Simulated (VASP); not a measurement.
# CuO2 (Fm-3m) in VASP: notebook

Runs on CuO2. Level: PBEsol. Tasks: single point, relaxation of cell and atoms.

Everything below comes from runs of VASP 6.6.1. Logs are shortened: lines on timing, memory, paths and dates and some standing lists are left out, and cuts for length are marked.

## (1) The cell of the first run

Symmetry: Fm-3m, No. 225, cubic system. The conventional cell has a = 4.924 Å, b = 4.924 Å, c = 4.924 Å, α = 90.00°, β = 90.00°, γ = 90.00°. Cu (site symmetry m-3m) has 8 O at 2.13 Å within 2.8 Å. O (site symmetry -43m) has 4 Cu at 2.13 Å and 6 O at 2.46 Å within 2.8 Å.

## (2) Single point, PBEsol, collinear spin, ferromagnetic start

Input file INCAR:

```
PREC     = Accurate       # precision mode
ENCUT    = 520            # plane-wave cutoff, eV
EDIFF    = 1E-7           # SCF threshold, eV
ISMEAR   = 0              # smearing method
SIGMA    = 0.1            # smearing width, eV
LREAL    = False          # projectors in reciprocal space
LASPH    = True           # aspherical terms in the spheres
NELM     = 150            # most SCF steps
ALGO     = Normal         # electronic algorithm
ISIF     = 2              # what is computed and relaxed
LWAVE    = False          # write WAVECAR
LCHARG   = True           # write CHGCAR
ISPIN    = 2              # spin polarisation
MAGMOM   = 1 0 0          # initial moments
LORBIT   = 11             # projections on sites
LMAXMIX  = 4              # l up to which the mixer works
GGA      = PS             # functional
LELF     = True           # ELF
LVHAR    = True         
NBANDS   = 22             # bands
```

Input file KPOINTS:

```
regular mesh
0
Gamma
  6 6 6
```

Input file POSCAR:

```
CuO2
1.0
    0.0000000000      2.4618215478      2.4618215478
    2.4618215478      0.0000000000      2.4618215478
    2.4618215478      2.4618215478      0.0000000000
Cu O
1 2
Direct
    0.0000000000      0.0000000000      0.0000000000
    0.2500000000      0.2500000000      0.2500000000
    0.7500000000      0.7500000000      0.7500000000
```

Potentials or basis: VASP PAW PBE potentials, release 64 (Cu, O).

The run is started by

```sh
$ cat potpaw_PBE.64/Cu/POTCAR potpaw_PBE.64/O/POTCAR > POTCAR
$ mpirun -np 1 vasp_std > vasp.out
```

OUTCAR:

```text
PREC = Accurate
   ENCUT = 520
   EDIFF = 1E-7
   ISMEAR = 0
   LREAL = False
   LASPH = True
   NELM = 150
   ISIF = 2
   ISPIN = 2
   LORBIT = 11
   GGA = PS

 ion  position               nearest neighbor table
   1  0.000  0.000  0.000-   2 2.13   3 2.13   3 2.13   3 2.13   3 2.13   2 2.13   2 2.13   2 2.13

   2  0.250  0.250  0.250-   1 2.13   1 2.13   1 2.13   1 2.13
   3  0.750  0.750  0.750-   1 2.13   1 2.13   1 2.13   1 2.13

  LATTYP: Found a face centered cubic cell.
 ALAT       =     4.9236430956

  Lattice vectors:

 A1 = (   0.0000000000,   2.4618215478,   2.4618215478)
 A2 = (   2.4618215478,   0.0000000000,   2.4618215478)
 A3 = (   2.4618215478,   2.4618215478,   0.0000000000)

Analysis of symmetry for initial positions (statically):
=====================================================================
 Subroutine PRICEL returns:
 Original cell was already a primitive cell.

 Routine SETGRP: Setting up the symmetry group for a
 face centered cubic supercell.

 Subroutine GETGRP returns: Found 48 space group operations
 (whereof 48 operations were pure point group operations)
 out of a pool of 48 trial point group operations.

The static configuration has the point symmetry O_h .

Analysis of symmetry for dynamics (positions and initial velocities):
=====================================================================
 Subroutine PRICEL returns:
 Original cell was already a primitive cell.

 Routine SETGRP: Setting up the symmetry group for a
 face centered cubic supercell.

 Subroutine GETGRP returns: Found 48 space group operations
 (whereof 48 operations were pure point group operations)
 out of a pool of 48 trial point group operations.

The dynamic configuration has the point symmetry O_h .

Analysis of structural, dynamic, and magnetic symmetry:
=====================================================================
 Subroutine PRICEL returns:
 Original cell was already a primitive cell.

 Routine SETGRP: Setting up the symmetry group for a
 face centered cubic supercell.

 Subroutine GETGRP returns: Found 48 space group operations
 (whereof 48 operations were pure point group operations)
 out of a pool of 48 trial point group operations.

The overall configuration has the point symmetry O_h .

 Subroutine INISYM returns: Found 48 space group operations
 (whereof 48 operations are pure point group operations),
 and found     1 'primitive' translations

----------------------------------------------------------------------------------------

                                     Primitive cell

  volume of cell :      29.8401

  direct lattice vectors                    reciprocal lattice vectors
     0.000000000  2.461821548  2.461821548    -0.203101643  0.203101643  0.203101643
     2.461821548  0.000000000  2.461821548     0.203101643 -0.203101643  0.203101643
     2.461821548  2.461821548  0.000000000     0.203101643  0.203101643 -0.203101643

  length of vectors
     3.481541421  3.481541421  3.481541421     0.351782364  0.351782364  0.351782364

  position of ions in fractional coordinates (direct lattice)
     0.000000000  0.000000000  0.000000000
     0.250000000  0.250000000  0.250000000
     0.750000000  0.750000000  0.750000000

  ion indices of the primitive-cell ions
   primitive index   ion index
                 1           1
                 2           2
                 3           3

----------------------------------------------------------------------------------------

 KPOINTS: regular mesh

Automatic generation of k-mesh.
 Grid dimensions read from file:
 generate k-points for:    6    6    6

 Generating k-lattice:

  Cartesian coordinates                     Fractional coordinates (reciprocal lattice)
    -0.033850274  0.033850274  0.033850274     0.166666667  0.000000000  0.000000000
     0.033850274 -0.033850274  0.033850274     0.000000000  0.166666667  0.000000000
     0.033850274  0.033850274 -0.033850274     0.000000000  0.000000000  0.166666667

  Length of vectors
     0.058630394  0.058630394  0.058630394

  Shift w.r.t. Gamma in fractional coordinates (k-lattice)
     0.000000000  0.000000000  0.000000000

 Subroutine IBZKPT returns following result:
 ===========================================

 Found     16 irreducible k-points:

 Following reciprocal coordinates:
            Coordinates               Weight
  0.000000  0.000000  0.000000      1.000000
  0.166667  0.000000  0.000000      8.000000
  0.333333  0.000000  0.000000      8.000000
  0.500000  0.000000  0.000000      4.000000
  0.166667  0.166667  0.000000      6.000000
  0.333333  0.166667  0.000000     24.000000
[... 8 lines left out ...]
 -0.333333  0.333333  0.166667     24.000000
 -0.333333  0.500000  0.166667     12.000000
   k-points           NKPTS =     16   k-points in BZ     NKDIM =     16   number of bands    NBANDS=     22
   number of dos      NEDOS =    301   number of ions     NIONS =      3
   total plane-waves  NPLWV =  21952
   dimension x,y,z NGX =    28 NGY =   28 NGZ =   28
   dimension x,y,z NGXF=    56 NGYF=   56 NGZF=   56
   ions per type =               1   2
   NGX,Y,Z   is equivalent  to a cutoff of  13.37, 13.37, 13.37 a.u.
   NGXF,Y,Z  is equivalent  to a cutoff of  26.74, 26.74, 26.74 a.u.
 SYSTEM =  unknown system
   PREC   = accura    normal or accurate (medium, high low for compatibility)
   ISTART =      0    job   : 0-new  1-cont  2-samecut
   ICHARG =      2    charge: 1-file 2-atom 10-const
   ISPIN  =      2    spin polarized calculation?
   LNONCOLLINEAR =      F non collinear calculations
   LSORBIT =      F    spin-orbit coupling
   LASPH  =      T    aspherical Exc in radial PAW
   ENCUT  =  520.0 eV  38.22 Ry    6.18 a.u.   6.47  6.47  6.47*2*pi/ulx,y,z
   NELM   =    150;   NELMIN=  2; NELMDL= -5     # of ELM steps
   EDIFF  = 0.1E-06   stopping-criterion for ELM
   LREAL  =      F    real-space projection
   EDIFFG = 0.1E-05   stopping-criterion for IOM
   NSW    =      0    number of steps for IOM
   IBRION =     -1    ionic relax: 0-MD 1-quasi-New 2-CG
   NFREE  =      0    steps in history (QN), initial steepest desc. (CG)
   ISIF   =      2    stress and relaxation
   ISYM   =      2    0-nonsym 1-usesym 2-fastsym
   POTIM  = 0.5000    time-step for ionic-motion
   TEBEG  =    0.0;   TEEND  =   0.0 temperature during run
   PSTRESS=    0.0 pullay stress
   NELECT =      23.0000    total number of electrons
   NUPDOWN=      -1.0000    fix difference up-down
   EMIN   =  10.00;   EMAX   =-10.00  energy-range for DOS
   EFERMI =   0.00;   METHOD = LEGACY
   ISMEAR =     0;   SIGMA  =   0.10  broadening in eV -4-tet -1-fermi 0-gaus
   EFERMI_NEDOS =   21; number of points for ismear=-14 and -15
   IALGO  =     38    algorithm
   IMIX   =      4    mixing-type and parameters
     AMIX     =   0.40;   BMIX     =  1.00
     AMIX_MAG =   1.60;   BMIX_MAG =  1.00
  volume/ion in A,a.u.               =       9.95        67.12
  Fermi-wavevector in a.u.,A,eV,Ry     =   1.501012  2.836502 30.654436  2.253037
  Thomas-Fermi vector in A             =   2.612438
   LORBIT       =     11    0 simple, 1 ext, 2 COOP (PROOUT), +10 PAW based schemes
   GGA     = PS    functional components
   LHFCALC =     F    Hartree Fock is set to
   AEXX    =    0.0000 exact exchange contribution
   IVDW    =     0    specifies the selected vdW correction
   LEPSILON=     F    determine dielectric tensor
   LRPA    =     F    only Hartree local field effects (RPA)
 spin polarized calculation
 Gauss-broadening in eV      SIGMA  =   0.10
  energy-cutoff  :      520.00
  volume of cell :       29.84
 maximum number of plane-waves:       821
 NGX is ok and might be reduce to    28
   NGX = 13   NGY = 13   NGZ = 13

 number of electron      23.0000006 magnetization       2.1275677

 Free energy of the ion-electron system (eV)
  ---------------------------------------------------
  ext. energy  EPLUGINS =         0.00000000
  ---------------------------------------------------
  free energy    TOTEN  =       -14.33141142 eV

  energy without entropy =      -14.32258956  energy(sigma->0) =      -14.32700049

 E-fermi :   3.1582     XC(G=0): -11.8036

 val. band max:        3.0723420102   @ k =  -0.3333   0.3333   0.0000
 cond. band min:       3.1822824694   @ k =   0.0000   0.0000   0.0000
 fundamental gap:      0.1099404592
 Fermi energy:         3.1582200002

 spin component 1

 k-point     1 :       0.0000    0.0000    0.0000
  band No.  band energies     occupation
      1     -16.3059      1.00000
      2     -12.8606      1.00000
      3      -2.3863      1.00000
      4      -2.3863      1.00000
      5      -2.3863      1.00000
      6       0.5457      1.00000
[... 14 lines left out ...]
     21      29.9172      0.00000
     22      29.9185      0.00000

 k-point     2 :       0.1667    0.0000    0.0000
  band No.  band energies     occupation
      1     -16.0722      1.00000
      2     -13.1140      1.00000
      3      -2.2319      1.00000
      4      -2.2319      1.00000
      5      -1.9796      1.00000
      6       0.3798      1.00000
[... 14 lines left out ...]
     21      28.6618      0.00000
     22      29.7275      0.00000
[... 308 lines left out ...]
      6      -0.5815      1.00000
[... 14 lines left out ...]
     21      26.3315      0.00000
     22      28.0606      0.00000

 k-point    16 :      -0.3333    0.5000    0.1667
  band No.  band energies     occupation
      1     -14.6760      1.00000
      2     -14.2065      1.00000
      3      -3.3409      1.00000
      4      -2.3429      1.00000
      5      -1.1420      1.00000
      6      -0.5010      1.00000
[... 14 lines left out ...]
     21      25.5641      0.00000
     22      27.9812      0.00000
 Fermi energy:         3.1582200002

 spin component 2

 k-point     1 :       0.0000    0.0000    0.0000
  band No.  band energies     occupation
      1     -15.2305      1.00000
      2     -11.4686      1.00000
      3      -1.4818      1.00000
      4      -1.4818      1.00000
      5      -1.4818      1.00000
      6       0.9956      1.00000
[... 14 lines left out ...]
     21      30.2749      0.00000
     22      30.2749      0.00000

 k-point     2 :       0.1667    0.0000    0.0000
  band No.  band energies     occupation
      1     -14.9785      1.00000
      2     -11.7503      1.00000
      3      -1.3248      1.00000
      4      -1.3248      1.00000
      5      -1.0444      1.00000
      6       0.8890      1.00000
[... 14 lines left out ...]
     21      28.9751      0.00000
     22      30.2978      0.00000
[... 323 lines left out ...]
     21      26.6649      0.00000
     22      28.3102      0.00000

 k-point    16 :      -0.3333    0.5000    0.1667
  band No.  band energies     occupation
      1     -13.4463      1.00000
      2     -12.9392      1.00000
      3      -2.5978      1.00000
      4      -1.4939      1.00000
      5      -0.1591      1.00000
      6       0.4314      1.00000
[... 14 lines left out ...]
     21      25.8332      0.00000
     22      28.1747      0.00000

------------------------ aborting loop because EDIFF is reached ----------------------------------------

  FORCE on cell =-STRESS in cart. coord.  units (eV):
  Direction    XX          YY          ZZ          XY          YZ          ZX
  --------------------------------------------------------------------------------------
  -------------------------------------------------------------------------------------
  Total       -2.5950665     -2.5950665     -2.5950665      0.0000000      0.0000000      0.0000000
  in kB     -139.3347274   -139.3347274   -139.3347274      0.0000000      0.0000000      0.0000000
  external PRESSURE =    -139.3347274 kB  Pullay stress =       0.0000000 kB

 VOLUME and BASIS-vectors are now :
 -----------------------------------------------------------------------------
  energy-cutoff  :      520.00
  volume of cell :       29.84
      direct lattice vectors                 reciprocal lattice vectors
     0.000000000  2.461821548  2.461821548    -0.203101643  0.203101643  0.203101643
     2.461821548  0.000000000  2.461821548     0.203101643 -0.203101643  0.203101643
     2.461821548  2.461821548  0.000000000     0.203101643  0.203101643 -0.203101643

 POSITION                                       TOTAL-FORCE (eV/Angst)
 -----------------------------------------------------------------------------------
      0.00000      0.00000      0.00000        -0.000000     -0.000000     -0.000000
      1.23091      1.23091      1.23091         0.000000      0.000000      0.000000
      3.69273      3.69273      3.69273        -0.000000     -0.000000     -0.000000
 -----------------------------------------------------------------------------------
    total drift:                                0.000000     -0.000000      0.000000

  FREE ENERGIE OF THE ION-ELECTRON SYSTEM (eV)
  ---------------------------------------------------
  free  energy   TOTEN  =       -14.3314114153 eV

  energy  without entropy=      -14.3225895567  energy(sigma->0) =      -14.32700049

 total charge

# of ion       s       p       d       tot
------------------------------------------
    1        0.321   0.375   8.966   9.662
    2        1.605   3.176   0.000   4.780
    3        1.605   3.176   0.000   4.780
--------------------------------------------------
tot          3.530   6.726   8.966  19.222

 magnetization (x)

# of ion       s       p       d       tot
------------------------------------------
    1       -0.022  -0.020   0.637   0.595
    2        0.010   0.668   0.000   0.678
    3        0.010   0.668   0.000   0.678
--------------------------------------------------
tot         -0.002   1.317   0.637   1.951
```

Wall time 20 s (1 thread of Intel Xeon 6975P-C (Granite Rapids), shared host); peak memory 0.16 GiB.

Results:

```
Free energy                                           : -14.3314 eV
Pressure                                              : -13.9 GPa
Net moment                                            : 2.13 μB per cell
Site moments                                          : Cu +0.59; O +0.68 μB
Valence electrons inside the program's atomic spheres : Cu 9.66; O 4.78
```

Caveat: the k points lie up to 0.37 Å⁻¹ apart; the PAW data sets were made with another functional, which shifts forces and pressure a little; a cell with one magnetic atom can't hold antiferromagnetic order, which such compounds often take; semilocal functionals often make such compounds metallic where correlation or magnetic order opens a gap, which also shifts bond lengths. With open d or f shells a metallic result of PBEsol can be an artefact of self-interaction; +U or a hybrid may open a gap.

(Part 1 of 3 ends here.)
